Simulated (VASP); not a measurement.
## MnO: relaxation of cell and atoms with PBEsol

The system is MnO.

```
Mn O
1.0
     0.00000    2.22391    2.22391
     2.22391    0.00000    2.22391
     2.22391    2.22391    0.00000
Mn O
1 1
Cartesian
  0.0000 0.0000 0.0000
  2.2239 2.2239 2.2239
```

| Property | Result |
| --- | --- |
| Program | VASP 6.6.1 |
| Task | relaxation of cell and atoms |
| Functional | PBEsol |
| Potentials or basis | VASP PAW PBE potentials, release 64 (Mn_pv, O) |
| Cutoff | 600 eV |
| k mesh | 10 × 10 × 10 |
| Occupations | fermi-dirac, width 0.05 eV |
| Spin | collinear spin, ferromagnetic start |
| Starting moments | [4.0, 0.0] μB |
| Target pressure | 10 GPa |
| Dipole correction | no |
| Further INCAR settings | ALGO = Normal; EDIFF = 1e-06; IBRION = 2; EDIFFG = -0.01; NSW = 80; ISIF = 3 |

- Relaxed volume: 9.49 Å³/atom
- Relaxed cell: a = 2.994 Å, b = 2.994 Å, c = 2.994 Å, α = 60.00°, β = 60.00°, γ = 60.00°
- Space group after relaxing (to 0.1 Å): Fm-3m (No. 225)
- Energy change on relaxing (the run minimises the enthalpy): -3.6 meV/atom
- Ionic steps: 14
- Pressure after relaxing: 9.9 GPa
- Net moment: 4.25 μB per cell
- Site moments: Mn +3.91; O +0.17 μB
- Valence electrons inside the program's atomic spheres: Mn 11.55; O 5.00

Step by step:
```tsv
step	energy change (eV)	largest force (eV/Å)	pressure (GPa)	volume (Å³)
1	0.0000	0.0000	-7.10	22.00
2	0.0324	0.0000	15.02	18.47
3	-0.0050	0.0000	10.23	18.95
4	-0.0086	0.0000	9.59	19.00
5	-0.0085	0.0000	9.58	19.00
6	-0.0083	0.0000	9.63	19.00
7	-0.0083	0.0000	9.65	19.00
8	-0.0083	0.0000	9.63	19.00
9	-0.0083	0.0000	9.62	19.00
10	-0.0082	0.0000	9.62	19.00
11	-0.0081	0.0000	9.61	19.00
12	-0.0080	0.0000	9.67	18.99
13	-0.0077	0.0000	9.73	18.99
14	-0.0071	0.0000	9.93	18.98
```

Final structure:
```cif
data_structure
_symmetry_space_group_name_H-M 'P 1'
_symmetry_Int_Tables_number 1
_cell_length_a 2.9941
_cell_length_b 2.9941
_cell_length_c 2.9941
_cell_angle_alpha 60.000
_cell_angle_beta 60.000
_cell_angle_gamma 60.000
_cell_volume 18.98
loop_
_atom_site_label
_atom_site_type_symbol
_atom_site_fract_x
_atom_site_fract_y
_atom_site_fract_z
_atom_site_occupancy
Mn1 Mn 0.00000 0.00000 0.00000 1
O1 O 0.50000 0.50000 0.50000 1
```

Levels at points of the mesh, in eV from the Fermi level:
Spin up:
```csv
k point,band 10,band 11,band 12,band 13,band 14,band 15
"(0.00, 0.00, 0.00)",-3.43,-2.78,-2.78,0.09,14.18,17.43
"(0.50, 0.00, 0.00)",-1.76,0.61,0.61,3.65,8.92,12.72
"(0.50, 0.50, 0.00)",-1.85,-1.85,-1.58,6.01,8.49,11.14
```
Spin down:
```
           k point  band 4  band 5  band 6  band 7  band 8  band 9  band 10  band 11
(0.00, 0.00, 0.00)  -21.24   -4.22   -4.22   -4.22    0.04    0.04     0.04     0.84
(0.50, 0.00, 0.00)  -19.91   -8.88   -6.09   -6.09    1.60    1.61     1.61     3.73
(0.50, 0.50, 0.00)  -20.04   -7.71   -5.33   -5.33   -1.91    1.58     2.09     2.15
```

Run time: 6.8 min on 1 thread of Intel Xeon 8259CL, with other jobs on the host, peak memory 0.2 GiB.

Caveat: the cell is relaxed towards a set pressure, so the run minimises the enthalpy, not the energy; the PAW data sets were made with another functional, which shifts forces and pressure a little; a cell with one magnetic atom can't hold antiferromagnetic order, which such compounds often take; semilocal functionals often make such compounds metallic where correlation or magnetic order opens a gap, which also shifts bond lengths. With open d or f shells a metallic result of PBEsol can be an artefact of self-interaction; +U or a hybrid may open a gap.
